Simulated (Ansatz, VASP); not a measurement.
# Cd in VASP and in Ansatz

The input INCAR:

```
PREC     = Accurate       # precision mode
ENCUT    = 500            # plane-wave cutoff, eV
EDIFF    = 1E-6           # SCF threshold, eV
ISMEAR   = -1             # smearing method
SIGMA    = 0.1            # smearing width, eV
LREAL    = F              # projectors in reciprocal space
LASPH    = T              # aspherical terms in the spheres
NELM     = 120            # most SCF steps
ALGO     = Normal         # electronic algorithm
ISIF     = 2              # what is computed and relaxed
LWAVE    = F              # write WAVECAR
LCHARG   = T              # write CHGCAR
GGA      = CA             # functional
LELF     = T              # ELF
LVHAR    = T            
NBANDS   = 25             # bands
GGA_COMPAT= F
```

File KPOINTS:

```
regular mesh
0
Gamma
  8 8 12
```

POSCAR

```
Cd
1.0
    4.7203457515      0.0000000000      0.0000000000
   -2.3601728758      4.0879393355      0.0000000000
    0.0000000000      0.0000000000      2.8085065486
Cd
3
Direct
    0.0000000000      0.0000000000      0.0000000000
    0.3333333333      0.6666666667      0.5000000000
    0.6666666667      0.3333333333      0.5000000000
```

Input for Ansatz:

```yaml
crystal:
  lattice:
    - [4.7203457515, 0.0, 0.0]
    - [-2.3601728758, 4.0879393355, 0.0]
    - [0.0, 0.0, 2.8085065486]
  atoms:
    - { symbol: Cd, position: [0.0, 0.0, 0.0] }
    - { symbol: Cd, position: [0.3333333333, 0.6666666667, 0.5] }
    - { symbol: Cd, position: [0.6666666667, 0.3333333333, 0.5] }
hamiltonian:
  xc: lda
  pseudopotentials:
    kind: paw
    azcp:
      Cd: "pseudopotentials/Cd.paw.azcp"
basis:
  ecutwfc: 420
  fft_grid_basis: typed
kpoints:
  mp_grid: { grid: [8, 8, 12], shift: [0, 0, 0] }
magnetization:
  spin_polarized: false
scf:
  occupations: { method: fermi_dirac, width: 0.1 }
  lower_state_search: "off"
output:
  stress: true
```

Alike in both runs: task single point; functional LDA; k mesh 8 × 8 × 12; occupations fermi-dirac, width 0.1 eV; no spin polarisation.

```csv
,VASP,Ansatz
version,VASP 6.6.1,Ansatz 0.2.0
potentials or method,"VASP PAW LDA potentials, release 64 (Cd), cutoff 500 eV","plane waves (420 eV) with PAW, scalar-relativistic"
valence electrons in the cell,36,60
```

```csv
,VASP,Ansatz,Ansatz less VASP
pressure (GPa),12.8,11.7,-1.10
"traceless stress, the component that is largest in VASP (GPa)",-0.37,-0.47,-0.096
```

Ansatz warns that its potentials were made for another functional, while VASP's fit it. LDA's correlation is that of Perdew and Zunger in VASP and of Perdew and Wang (1992) in Ansatz. VASP's potentials hold 36 valence electrons a cell and Ansatz's 60, so a difference there can come from the potentials and not from the codes.
